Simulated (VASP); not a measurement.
## Cr: single point with BLYP

The system is Cr.

```
Cr
1.0
     4.11307    0.00000    0.00000
    -2.05654    3.56202    0.00000
     0.00000    0.00000    2.20554
Cr
3
Direct
  0.00000 0.00000 0.00000
  0.33333 0.66667 0.50000
  0.66667 0.33333 0.50000
```

This isn't the form of Cr at room conditions, which is bcc.

* Program: VASP 6.6.1
* Task: single point
* Functional: BLYP
* Potentials or basis: VASP PAW PBE potentials, release 64 (Cr_pv)
* Cutoff: 520 eV
* k mesh: 10 × 10 × 15
* Occupations: fermi-dirac, width 0.05 eV
* Spin: collinear spin, ferromagnetic start
* Starting moments: [1.5, 1.5, 1.5] μB
* Dipole correction: no
* Further INCAR settings: ALGO = Normal; EDIFF = 1e-06; NBANDS = 29

```yaml
Pressure: 36.4 GPa
Band_gap_on_the_k_mesh: zero (filled and empty bands overlap)
Net_moment: 0.00 μB per cell
Valence_electrons_inside_the_program's_atomic_spheres: Cr 11.23, 11.30 (each value once)
```

Stress tensor (GPa, compression positive):
```
34.61  0.00  0.00
 0.00 34.61  0.00
 0.00  0.00 39.86
```

Levels at points of the mesh, in eV from the Fermi level:
Spin up:
```tsv
k point	band 15	band 16	band 17	band 18	band 19	band 20	band 21	band 22
(0.00, 0.00, 0.00)	-2.20	-2.20	-2.17	-0.45	-0.45	1.51	1.51	1.59
(0.50, 0.00, 0.00)	-2.25	-2.10	-1.89	0.86	0.90	1.49	1.66	1.75
```
Spin down:
```tsv
k point	band 16	band 17	band 18	band 19	band 20	band 21
(0.00, 0.00, 0.00)	-2.20	-2.17	-0.45	-0.45	1.51	1.51
(0.50, 0.00, 0.00)	-2.10	-1.89	0.86	0.90	1.49	1.66
```

Run time: 5.5 min on 1 thread of Intel Xeon 8259CL (shared host), peak memory 0.26 GiB.

Caveat: the cell stands under pressure; the PAW data sets were made with another functional, which shifts forces and pressure a little.
